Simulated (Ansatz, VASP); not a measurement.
## Two plane-wave programs on Ti6O

```
Ti O
1.0
     4.64823    0.00000    0.00000
    -2.32412    4.02549    0.00000
     0.00000    0.00000    5.06569
Ti O
6 1
Direct
  0.33133 0.00000 0.25948
  0.00000 0.33133 0.25948
  0.66867 0.66867 0.25948
  0.00000 0.66867 0.74052
  0.66867 0.00000 0.74052
  0.33133 0.33133 0.74052
  0.00000 0.00000 0.00000
```

Change from the starting cell: strain -0.080 along x and y, +0.080 along z, atoms carried along.

Alike in both runs: task single point; functional PBEsol; k mesh 12 × 12 × 8; occupations gaussian, width 0.15 eV; no spin polarisation.

|  | VASP | Ansatz |
| --- | --- | --- |
| version | VASP 6.6.1 | Ansatz 0.2.0 |
| potentials or method | VASP PAW PBE potentials, release 64 (Ti_sv, O), cutoff 520 eV | scalar-relativistic, plane waves, PAW |
| valence electrons in the cell | 78 | 78 |

Ansatz gave:

```
gap on the k mesh at the Fermi level (eV)                     : none
pressure (GPa)                                                : 16.1
traceless stress, the component that is largest in VASP (GPa) : -17.72
rms of the force components (eV/Å)                            : 0.186
```

Question: Estimate VASP's values.

Answer: gap on the k mesh at the Fermi level (eV): none; pressure (GPa): 15.9; traceless stress, the component that is largest in VASP (GPa): -17.56; rms of the force components (eV/Å): 0.199.

VASP's potentials were made for PBE, not for PBEsol. Atom by atom the forces differ by 0.024 eV/Å (rms over components). A gap of «none» marks a metal or a gap that the smearing closes.
